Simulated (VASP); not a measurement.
# Li3Rh4 (Pm-3m) in VASP: a series of runs

Runs on Li3Rh4. Level: PBE. Tasks: relaxation of cell and atoms, single point.

All numbers are computed with VASP 6.6.1; they aren't measurements. Logs are shortened: lines on timing, memory, paths and dates and some standing lists are left out, and cuts for length are marked.

### 1 The cell of the first run

It takes space group Pm-3m (No. 221, cubic). The conventional cell has a = 4.625 Å, b = 4.625 Å, c = 4.625 Å, α = 90.00°, β = 90.00°, γ = 90.00°. Within 3.1 Å of Li (site symmetry 4/mmm) lie 6 Rh at 2.31 Å. Within 3.1 Å of Rh (site symmetry m-3m) lie 6 Li at 2.31 Å. Within 3.1 Å of Rh (site symmetry 4/mmm) lie 4 Li at 2.31 Å.

### 2 Relaxation of cell and atoms, PBE

File INCAR:

```
  PREC = Accurate
  ENCUT = 600
  EDIFF = 1E-6
  ISMEAR = 0
  SIGMA = 0.1
  LREAL = False
  LASPH = True
  NELM = 80
  ALGO = Normal
  ISIF = 3
  LWAVE = False
  LCHARG = False
  GGA = PE
  IBRION = 2
  NSW = 90
  EDIFFG = -0.04
```

File KPOINTS:

```
regular mesh
0
Gamma
  4 4 4
```

File POSCAR:

```
Li3Rh4
1.0
    4.6253545300      0.0000000000      0.0000000000
    0.0000000000      4.6253545300      0.0000000000
    0.0000000000      0.0000000000      4.6253545300
Li Rh
3 4
Direct
    0.5000000000      0.0000000000      0.0000000000
    0.0000000000      0.5000000000      0.0000000000
    0.0000000000      0.0000000000      0.5000000000
    0.0000000000      0.0000000000      0.0000000000
    0.0000000000      0.5000000000      0.5000000000
    0.5000000000      0.0000000000      0.5000000000
    0.5000000000      0.5000000000      0.0000000000
```

Potentials or basis: VASP PAW PBE potentials, release 64 (Li_sv, Rh_pv).

Command:

```console
> cat potpaw_PBE.64/Li_sv/POTCAR potpaw_PBE.64/Rh_pv/POTCAR > POTCAR
> mpirun -np 1 vasp_std > vasp.out
```

OUTCAR:

```text
PREC = Accurate
   ENCUT = 600
   EDIFF = 1E-6
   ISMEAR = 0
   LREAL = False
   LASPH = True
   NELM = 80
   ISIF = 3
   GGA = PE
   IBRION = 2
   NSW = 90
   EDIFFG = -0.04

 ion  position               nearest neighbor table
   1  0.500  0.000  0.000-   4 2.31   6 2.31   7 2.31   6 2.31   7 2.31   4 2.31
   2  0.000  0.500  0.000-   4 2.31   5 2.31   7 2.31   5 2.31   4 2.31   7 2.31
   3  0.000  0.000  0.500-   4 2.31   5 2.31   6 2.31   4 2.31   5 2.31   6 2.31
   4  0.000  0.000  0.000-   1 2.31   2 2.31   3 2.31   3 2.31   2 2.31   1 2.31   5 3.27   5 3.27
                             6 3.27   6 3.27   5 3.27   7 3.27   5 3.27   7 3.27   6 3.27   7 3.27
   5  0.000  0.500  0.500-   2 2.31   3 2.31   2 2.31   3 2.31   7 3.27   4 3.27   4 3.27   7 3.27
                             6 3.27   4 3.27   6 3.27   4 3.27   6 3.27   7 3.27   7 3.27   6 3.27
   6  0.500  0.000  0.500-   1 2.31   3 2.31   1 2.31   3 2.31   7 3.27   4 3.27   4 3.27   7 3.27
                             5 3.27   7 3.27   7 3.27   5 3.27   4 3.27   5 3.27   4 3.27   5 3.27
   7  0.500  0.500  0.000-   1 2.31   2 2.31   1 2.31   2 2.31   6 3.27   5 3.27   6 3.27   4 3.27
                             4 3.27   6 3.27   6 3.27   5 3.27   4 3.27   5 3.27   5 3.27   4 3.27

  LATTYP: Found a simple cubic cell.
 ALAT       =     4.6253545300

  Lattice vectors:

 A1 = (   4.6253545300,   0.0000000000,   0.0000000000)
 A2 = (   0.0000000000,   4.6253545300,   0.0000000000)
 A3 = (   0.0000000000,   0.0000000000,   4.6253545300)

Analysis of symmetry for initial positions (statically):
=====================================================================
 Subroutine PRICEL returns:
 Original cell was already a primitive cell.

 Routine SETGRP: Setting up the symmetry group for a
 simple cubic supercell.

 Subroutine GETGRP returns: Found 48 space group operations
 (whereof 48 operations were pure point group operations)
 out of a pool of 48 trial point group operations.

The static configuration has the point symmetry O_h .

Analysis of symmetry for dynamics (positions and initial velocities):
=====================================================================
 Subroutine PRICEL returns:
 Original cell was already a primitive cell.

 Routine SETGRP: Setting up the symmetry group for a
 simple cubic supercell.

 Subroutine GETGRP returns: Found 48 space group operations
 (whereof 48 operations were pure point group operations)
 out of a pool of 48 trial point group operations.

The dynamic configuration has the point symmetry O_h .

 Subroutine INISYM returns: Found 48 space group operations
 (whereof 48 operations are pure point group operations),
 and found     1 'primitive' translations

----------------------------------------------------------------------------------------

                                     Primitive cell

  volume of cell :      98.9544

  direct lattice vectors                    reciprocal lattice vectors
     4.625354530  0.000000000  0.000000000     0.216199643  0.000000000  0.000000000
     0.000000000  4.625354530  0.000000000     0.000000000  0.216199643  0.000000000
     0.000000000  0.000000000  4.625354530     0.000000000  0.000000000  0.216199643

  length of vectors
     4.625354530  4.625354530  4.625354530     0.216199643  0.216199643  0.216199643

  position of ions in fractional coordinates (direct lattice)
     0.500000000  0.000000000  0.000000000
     0.000000000  0.500000000  0.000000000
     0.000000000  0.000000000  0.500000000
     0.000000000  0.000000000  0.000000000
     0.000000000  0.500000000  0.500000000
     0.500000000  0.000000000  0.500000000
     0.500000000  0.500000000  0.000000000

  ion indices of the primitive-cell ions
   primitive index   ion index
                 1           1
                 2           2
                 3           3
                 4           4
                 5           5
                 6           6
                 7           7

----------------------------------------------------------------------------------------

 KPOINTS: regular mesh

Automatic generation of k-mesh.
 Grid dimensions read from file:
 generate k-points for:    4    4    4

 Generating k-lattice:

  Cartesian coordinates                     Fractional coordinates (reciprocal lattice)
[... 29 lines left out ...]
   total plane-waves  NPLWV =  64000
   dimension x,y,z NGX =    40 NGY =   40 NGZ =   40
   dimension x,y,z NGXF=    80 NGYF=   80 NGZF=   80
   ions per type =               3   4
   NGX,Y,Z   is equivalent  to a cutoff of  14.38, 14.38, 14.38 a.u.
   NGXF,Y,Z  is equivalent  to a cutoff of  28.75, 28.75, 28.75 a.u.
 SYSTEM =  unknown system
   PREC   = accura    normal or accurate (medium, high low for compatibility)
   ISTART =      0    job   : 0-new  1-cont  2-samecut
   ICHARG =      2    charge: 1-file 2-atom 10-const
   ISPIN  =      1    spin polarized calculation?
   LNONCOLLINEAR =      F non collinear calculations
   LSORBIT =      F    spin-orbit coupling
   LASPH  =      T    aspherical Exc in radial PAW
   ENCUT  =  600.0 eV  44.10 Ry    6.64 a.u.   9.24  9.24  9.24*2*pi/ulx,y,z
   NELM   =     80;   NELMIN=  2; NELMDL= -5     # of ELM steps
   EDIFF  = 0.1E-05   stopping-criterion for ELM
   LREAL  =      F    real-space projection
   EDIFFG = -.4E-01   stopping-criterion for IOM
   NSW    =     90    number of steps for IOM
   IBRION =      2    ionic relax: 0-MD 1-quasi-New 2-CG
   NFREE  =      1    steps in history (QN), initial steepest desc. (CG)
   ISIF   =      3    stress and relaxation
   ISYM   =      2    0-nonsym 1-usesym 2-fastsym
   POTIM  = 0.5000    time-step for ionic-motion
   TEBEG  =    0.0;   TEEND  =   0.0 temperature during run
   PSTRESS=    0.0 pullay stress
   NELECT =      69.0000    total number of electrons
   NUPDOWN=      -1.0000    fix difference up-down
   EMIN   =  10.00;   EMAX   =-10.00  energy-range for DOS
   EFERMI =   0.00;   METHOD = LEGACY
   ISMEAR =     0;   SIGMA  =   0.10  broadening in eV -4-tet -1-fermi 0-gaus
   EFERMI_NEDOS =   21; number of points for ismear=-14 and -15
   IALGO  =     38    algorithm
   IMIX   =      4    mixing-type and parameters
     AMIX     =   0.40;   BMIX     =  1.00
     AMIX_MAG =   1.60;   BMIX_MAG =  1.00
  volume/ion in A,a.u.               =      14.14        95.40
  Fermi-wavevector in a.u.,A,eV,Ry     =   1.451709  2.743332 28.673712  2.107458
  Thomas-Fermi vector in A             =   2.569175
   LORBIT       =      0    0 simple, 1 ext, 2 COOP (PROOUT), +10 PAW based schemes
   GGA     = PE    functional components
   LHFCALC =     F    Hartree Fock is set to
   AEXX    =    0.0000 exact exchange contribution
   IVDW    =     0    specifies the selected vdW correction
   LEPSILON=     F    determine dielectric tensor
   LRPA    =     F    only Hartree local field effects (RPA)
 conjugate gradient relaxation of ions
 non-spin polarized calculation
 Gauss-broadening in eV      SIGMA  =   0.10
  energy-cutoff  :      600.00
  volume of cell :       98.95
 maximum number of plane-waves:      3362
 NGX is ok and might be reduce to    40
   NGX = 19   NGY = 19   NGZ = 19

--------------------------------------- Ionic step        1  -------------------------------------------

 number of electron      69.0000058 magnetization

 Free energy of the ion-electron system (eV)
  ---------------------------------------------------
  ext. energy  EPLUGINS =         0.00000000
  ---------------------------------------------------
  free energy    TOTEN  =       -29.75819232 eV

  energy without entropy =      -29.66681439  energy(sigma->0) =      -29.71250336

------------------------ aborting loop because EDIFF is reached ----------------------------------------

  FORCE on cell =-STRESS in cart. coord.  units (eV):
  Direction    XX          YY          ZZ          XY          YZ          ZX
  --------------------------------------------------------------------------------------
  -------------------------------------------------------------------------------------
  Total       -2.8369775     -2.8369775     -2.8369775      0.0000000     -0.0000000      0.0000000
  in kB      -45.9336969    -45.9336969    -45.9336969      0.0000000     -0.0000000      0.0000000
  external PRESSURE =     -45.9336969 kB  Pullay stress =       0.0000000 kB

 VOLUME and BASIS-vectors are now :
 -----------------------------------------------------------------------------
  energy-cutoff  :      600.00
  volume of cell :       98.95
      direct lattice vectors                 reciprocal lattice vectors
     4.625354530  0.000000000  0.000000000     0.216199643  0.000000000  0.000000000
     0.000000000  4.625354530  0.000000000     0.000000000  0.216199643  0.000000000
     0.000000000  0.000000000  4.625354530     0.000000000  0.000000000  0.216199643

 POSITION                                       TOTAL-FORCE (eV/Angst)
 -----------------------------------------------------------------------------------
      2.31268      0.00000      0.00000         0.000000      0.000000      0.000000
      0.00000      2.31268      0.00000         0.000000      0.000000      0.000000
      0.00000      0.00000      2.31268         0.000000      0.000000      0.000000
      0.00000      0.00000      0.00000         0.000000      0.000000      0.000000
      0.00000      2.31268      2.31268         0.000000      0.000000      0.000000
      2.31268      0.00000      2.31268         0.000000      0.000000      0.000000
      2.31268      2.31268      0.00000         0.000000      0.000000      0.000000
 -----------------------------------------------------------------------------------
    total drift:                               -0.000000      0.000000     -0.000000

  FREE ENERGIE OF THE ION-ELECTRON SYSTEM (eV)
  ---------------------------------------------------
  free  energy   TOTEN  =       -29.7581923207 eV

  energy  without entropy=      -29.6668143936  energy(sigma->0) =      -29.71250336

--------------------------------------- Ionic step        2  -------------------------------------------

 number of electron      68.9999981 magnetization

 Free energy of the ion-electron system (eV)
  ---------------------------------------------------
  ext. energy  EPLUGINS =         0.00000000
  ---------------------------------------------------
  free energy    TOTEN  =       -29.84502113 eV

  energy without entropy =      -29.76430913  energy(sigma->0) =      -29.80466513

 E-fermi :   6.5971     XC(G=0): -11.7386

 val. band max:        6.5963027340   @ k =   0.0000   0.0000   0.0000
 cond. band min:       6.5972172492   @ k =   0.5000   0.2500   0.2500
 fundamental gap:      0.0009145152
 Fermi energy:         6.5971346192

 k-point     1 :       0.0000    0.0000    0.0000
  band No.  band energies     occupation
      1     -38.8872      2.00000
      2     -38.8872      2.00000
      3     -38.8872      2.00000
      4     -38.8313      2.00000
      5     -38.8313      2.00000
      6     -38.8313      2.00000
[... 429 lines left out ...]
     40       9.7232      0.00000
     41      10.2256      0.00000

------------------------ aborting loop because EDIFF is reached ----------------------------------------

  FORCE on cell =-STRESS in cart. coord.  units (eV):
  Direction    XX          YY          ZZ          XY          YZ          ZX
  --------------------------------------------------------------------------------------
  -------------------------------------------------------------------------------------
  Total       -0.0231780     -0.0231780     -0.0231780     -0.0000000      0.0000000     -0.0000000
  in kB       -0.3981782     -0.3981782     -0.3981782     -0.0000000      0.0000000     -0.0000000
  external PRESSURE =      -0.3981782 kB  Pullay stress =       0.0000000 kB

 VOLUME and BASIS-vectors are now :
 -----------------------------------------------------------------------------
  energy-cutoff  :      600.00
  volume of cell :       93.26
      direct lattice vectors                 reciprocal lattice vectors
     4.534920043  0.000000000  0.000000000     0.220511054  0.000000000 -0.000000000
     0.000000000  4.534920043  0.000000000    -0.000000000  0.220511054  0.000000000
     0.000000000 -0.000000000  4.534920043    -0.000000000 -0.000000000  0.220511054

 POSITION                                       TOTAL-FORCE (eV/Angst)
 -----------------------------------------------------------------------------------
      2.26746      0.00000      0.00000         0.000000     -0.000000      0.000000
      0.00000      2.26746      0.00000         0.000000     -0.000000      0.000000
      0.00000     -0.00000      2.26746         0.000000     -0.000000      0.000000
      0.00000      0.00000      0.00000         0.000000     -0.000000      0.000000
      0.00000      2.26746      2.26746        -0.000000     -0.000000      0.000000
      2.26746     -0.00000      2.26746        -0.000000     -0.000000      0.000000
      2.26746      2.26746      0.00000         0.000000      0.000000      0.000000
 -----------------------------------------------------------------------------------
    total drift:                               -0.000000      0.000000     -0.000000

  FREE ENERGIE OF THE ION-ELECTRON SYSTEM (eV)
  ---------------------------------------------------
  free  energy   TOTEN  =       -29.8450211254 eV

  energy  without entropy=      -29.7643091280  energy(sigma->0) =      -29.80466513

 reached required accuracy - stopping structural energy minimisation
```

Run time: 72 s. Hardware: 1 thread of Intel Xeon Platinum 8559C (Emerald Rapids), shared host; peak memory 0.26 GiB.

Results:

```
Free energy                            : -29.8450 eV
Relaxed volume                         : 13.32 Å³/atom
Relaxed cell                           : a = 4.535 Å, b = 4.535 Å, c = 4.535 Å, α = 90.00°, β = 90.00°, γ = 90.00°
Space group after relaxing (to 0.05 Å) : Pm-3m (No. 221)
Energy gained by relaxing              : 12.4 meV/atom
Ionic steps                            : 2
Pressure after relaxing                : 0.0 GPa
```

The path:
```tsv
step	energy change (eV)	largest force (eV/Å)	pressure (GPa)	volume (Å³)
1	0.0000	0.0000	-4.59	98.95
2	-0.0868	0.0000	-0.04	93.26
```

Final structure:
```xyz
7
Lattice="4.5349 0.0000 0.0000 0.0000 4.5349 0.0000 0.0000 0.0000 4.5349" Properties=species:S:1:pos:R:3 pbc="T T T"
Li    2.2675    0.0000    0.0000
Li    0.0000    2.2675    0.0000
Li    0.0000    0.0000    2.2675
Rh    0.0000    0.0000    0.0000
Rh    0.0000    2.2675    2.2675
Rh    2.2675    0.0000    2.2675
Rh    2.2675    2.2675    0.0000
```

Levels at points of the mesh, in eV from the Fermi level:
```
           k point  band 32  band 33  band 34  band 35  band 36  band 37  band 38  band 39
(0.00, 0.00, 0.00)     0.27     0.27     0.37     0.37     0.37     0.74     0.74     0.74
(0.50, 0.00, 0.00)    -0.84    -0.60    -0.60    -0.33     0.27     0.37     4.23     4.23
(0.50, 0.50, 0.00)    -0.71    -0.62    -0.62    -0.56     1.05     1.07     1.42     1.42
(0.50, 0.50, 0.50)     0.04     0.09     0.09     0.09     1.07     1.45     1.45     1.45
```

Caveat: the cutoff is under 1.25 times the usual one of these potentials, so pressure, stress and relaxed cells hold a basis-set (Pulay) error.

### 3 Single point, PBE, collinear spin, ferromagnetic start

This run uses another cell than the first one, of 13.28 Å³/atom, 0.940 times its volume.

File INCAR:

```
  ALGO = Fast
  EDIFF = 1E-6
  ENCUT = 520
  GGA = PE
  ISIF = 2
  ISMEAR = 0
  ISPIN = 2
  LASPH = T
  LCHARG = T
  LELF = T
  LMAXMIX = 4
  LORBIT = 11
  LREAL = F
  LVHAR = T
  LWAVE = F
  MAGMOM = 0 0 0 1 1 1 1
  NBANDS = 48
  NELM = 150
  PREC = Accurate
  SIGMA = 0.1
```

File KPOINTS:

```
k-points
0
Gamma
  4 4 4
```

POSCAR, as its differences from that of step 2:

```diff
@@ -2,5 +2,5 @@
 1.0
-    4.6253545300      0.0000000000      0.0000000000
-    0.0000000000      4.6253545300      0.0000000000
-    0.0000000000      0.0000000000      4.6253545300
+    4.5301659150      0.0000000000      0.0000000000
+    0.0000000000      4.5301659150      0.0000000000
+    0.0000000000      0.0000000000      4.5301659150
 Li Rh
```

Potentials or basis: VASP PAW PBE potentials, release 64 (Li_sv, Rh_pv).

Command:

```console
> cat potpaw_PBE.64/Li_sv/POTCAR potpaw_PBE.64/Rh_pv/POTCAR > POTCAR
> mpirun -np 1 vasp_std > vasp.out
```

It took 72 s on 1 thread of Intel Xeon Platinum 8559C (Emerald Rapids), shared host; peak memory 0.26 GiB.

Results (log left out):

```yaml
Free_energy: -30.0443 eV
Net_moment: 3.72 μB per cell
Site_moments: Li -0.01; Rh +0.84, +1.00 μB
Valence_electrons_inside_the_program's_atomic_spheres: Li 2.24; Rh 13.79, 13.63
```

Levels at points of the mesh, in eV from the Fermi level:
Spin up:
```
           k point  band 33  band 34  band 35  band 36  band 37  band 38  band 39  band 40
(0.00, 0.00, 0.00)    -0.31    -0.19    -0.19    -0.19     0.58     0.58     0.58     5.93
(0.50, 0.00, 0.00)    -1.01    -0.99    -0.76    -0.31    -0.19     3.97     3.97     4.83
(0.50, 0.50, 0.00)    -1.16    -1.16    -1.10     0.62     0.63     1.01     1.01     6.65
(0.50, 0.50, 0.50)    -0.41    -0.41    -0.41     0.93     1.30     1.30     1.30     2.72
```
Spin down:
```tsv
k point	band 30	band 31	band 32	band 33	band 34	band 35
(0.00, 0.00, 0.00)	0.16	0.51	0.51	0.51	0.58	0.58
(0.50, 0.00, 0.00)	-0.65	-0.60	-0.60	-0.54	-0.45	-0.17
(0.50, 0.50, 0.00)	-0.94	-0.94	-0.48	-0.37	-0.37	-0.27
(0.50, 0.50, 0.50)	0.30	0.30	0.30	0.31	0.31	0.31
```

Caveat: the cutoff is under 1.25 times the usual one of these potentials, so pressure, stress and relaxed cells hold a basis-set (Pulay) error.
